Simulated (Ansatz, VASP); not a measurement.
One calculation of Ni, two programs

```xyz
2
Lattice="-2.1971 2.1971 1.1978 2.1971 -2.1971 1.1978 2.1971 2.1971 -1.1978" Properties=species:S:1:pos:R:3 pbc="T T T"
Ni    0.0000    0.0000    0.0000
Ni    0.0000    2.1971    0.5989
```

Alike in both runs: functional r2SCAN; k mesh 8 × 8 × 8; occupations gaussian, width 0.1 eV; collinear spin.

Ansatz relaxed the structure, and its values are those at the end. VASP's run is a single point on that final structure, the one shown.

|  | VASP | Ansatz |
| --- | --- | --- |
| version | VASP 6.6.1 | Ansatz 0.2.0 |
| potentials or method | VASP PAW PBE potentials, release 64 (Ni), cutoff 520 eV | scalar-relativistic, plane waves, PAW |
| valence electrons in the cell | 20 | 36 |

VASP gave:

```
gap on the k mesh at the Fermi level (eV)                     : none
pressure (GPa)                                                : 0.3
net moment per atom (μB)                                      : 0.73
size of the moment on the site where the two differ most (μB) : 0.74
```

What did Ansatz give for the same quantities?

gap on the k mesh at the Fermi level (eV): none; pressure (GPa): 0.1; net moment per atom (μB): 0.75; size of the moment on the site where the two differ most (μB): 0.80.

VASP's potentials were made for PBE, not for r2SCAN. Site moments also hang on the region over which each program counts them. A gap of «none» marks a metal or a gap that the smearing closes. With one functional, cell and mesh, what is left measures potentials, basis and numerics. VASP's potentials hold 20 valence electrons a cell and Ansatz's 36, so a difference there can come from the potentials and not from the codes.

The k mesh is coarse, so the values compare programs but aren't converged.
